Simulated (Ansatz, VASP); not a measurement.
**Two plane-wave programs on GaO3**

```
Ga O
1.0
     3.34378    0.00000    0.00000
     0.00000    3.34378    0.00000
     0.00000    0.00000    3.34378
Ga O
1 3
Direct
  0.00000 0.00000 0.00000
  0.00000 0.50000 0.50000
  0.50000 0.00000 0.50000
  0.50000 0.50000 0.00000
```

Change from the starting cell: species swapped into the Ni3Sn type (Pm-3m, No. 221).

Alike in both runs: functional PBE; k mesh 6 × 6 × 6; occupations gaussian, width 0.1 eV; collinear spin.

Ansatz relaxed the structure, and its values are those at the end. VASP's run is a single point on that final structure, the one shown.

```csv
,VASP,Ansatz
version,VASP 6.6.1,Ansatz 0.2.0
potentials or method,"VASP PAW PBE potentials, release 64 (Ga_d, O), cutoff 520 eV","scalar-relativistic, plane waves, PAW"
valence electrons in the cell,31,31
```

```csv
,VASP,Ansatz,Ansatz less VASP
gap on the k mesh at the Fermi level (eV),none,none,-
pressure (GPa),0.2,0.0,-0.21
net moment per atom (μB),0.76,0.76,0.000
size of the moment on the site where the two differ most (μB),0.93,1.04,+0.111
```

Site moments also hang on the region over which each program counts them. A gap of «none» marks a metal or a gap that the smearing closes.
